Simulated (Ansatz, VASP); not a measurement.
**HfO2: VASP beside Ansatz**

File INCAR:

```
PREC = Accurate
ENCUT = 520
EDIFF = 1E-6
ISMEAR = 0
SIGMA = 0.05
LREAL = F
LASPH = T
NELM = 100
ALGO = Normal
ISIF = 2
LWAVE = F
LCHARG = F
GGA = PS
NBANDS = 31
```

File KPOINTS:

```
Automatic mesh
0
Gamma
  6 6 6
```

The input POSCAR:

```
HfO2
1.0
    0.0000000000     -2.5220673945     -2.5220673945
    0.0000000000      2.5220673945     -2.5220673945
    5.0441347890      0.0000000000      0.0000000000
Hf O
2 4
Direct
    0.0143929540     -0.0143929540      0.0000000000
    0.4856070460      0.5143929540      0.5000000000
   -0.0005725678      0.4994274322      0.7500000000
    0.5005725678      0.0005725678      0.2500000000
   -0.0005725678      0.4994274322      0.2500000000
    0.5005725678      0.0005725678      0.7500000000
```

Input for Ansatz:

```yaml
crystal:
  lattice:
    - [0.0, -2.5220673945, -2.5220673945]
    - [0.0, 2.5220673945, -2.5220673945]
    - [5.044134789, 0.0, 0.0]
  atoms:
    - { symbol: Hf, position: [0.014392954, -0.014392954, 0.0] }
    - { symbol: Hf, position: [0.485607046, 0.514392954, 0.5] }
    - { symbol: O, position: [-0.0005725678, 0.4994274322, 0.75] }
    - { symbol: O, position: [0.5005725678, 0.0005725678, 0.25] }
    - { symbol: O, position: [-0.0005725678, 0.4994274322, 0.25] }
    - { symbol: O, position: [0.5005725678, 0.0005725678, 0.75] }
basis:
  ecutwfc: 520.0
kpoints:
  mp_grid: { grid: [6, 6, 6] }
hamiltonian:
  xc: pbesol
  pseudopotentials: { kind: paw, azcp: { folder: soft_1 } }
scf:
  occupations: { method: gaussian, width: 0.05 }
output:
  forces: true
  stress: true
  eigenvalues: true
  write_density: true
  write_potential: true
  elf: true
  volumetric_format: npy
```

Change from the starting cell: mode 1 frozen in at +0.000 Å and mode 5 at -0.073 Å (largest displacements).

Alike in both runs: task single point; functional PBEsol; k mesh 6 × 6 × 6; occupations gaussian, width 0.05 eV; no spin polarisation.

|  | VASP | Ansatz |
| --- | --- | --- |
| version | VASP 6.6.1 | Ansatz 0.2.0 |
| potentials or method | VASP PAW PBE potentials, release 64 (Hf_pv, O), cutoff 520 eV | scalar-relativistic, plane waves, PAW |
| valence electrons in the cell | 44 | 76 |

VASP gave:

```
gap on the k mesh at the Fermi level (eV)                     : 3.71
least direct gap on the mesh (eV)                             : 3.71
pressure (GPa)                                                : -3.2
traceless stress, the component that is largest in VASP (GPa) : -0.24
rms of the force components (eV/Å)                            : 0.152
```

Problem. What did Ansatz give for the same quantities?

Solution. gap on the k mesh at the Fermi level (eV): 3.69; least direct gap on the mesh (eV): 3.69; pressure (GPa): 0.6; traceless stress, the component that is largest in VASP (GPa): -0.23; rms of the force components (eV/Å): 0.156.

VASP's potentials were made for PBE, not for PBEsol, and Ansatz warns of the same on its side. Atom by atom the forces differ by 0.015 eV/Å (rms over components). VASP's potentials hold 44 valence electrons a cell and Ansatz's 76, so a difference there can come from the potentials and not from the codes.

Neither program's run includes spin-orbit coupling.
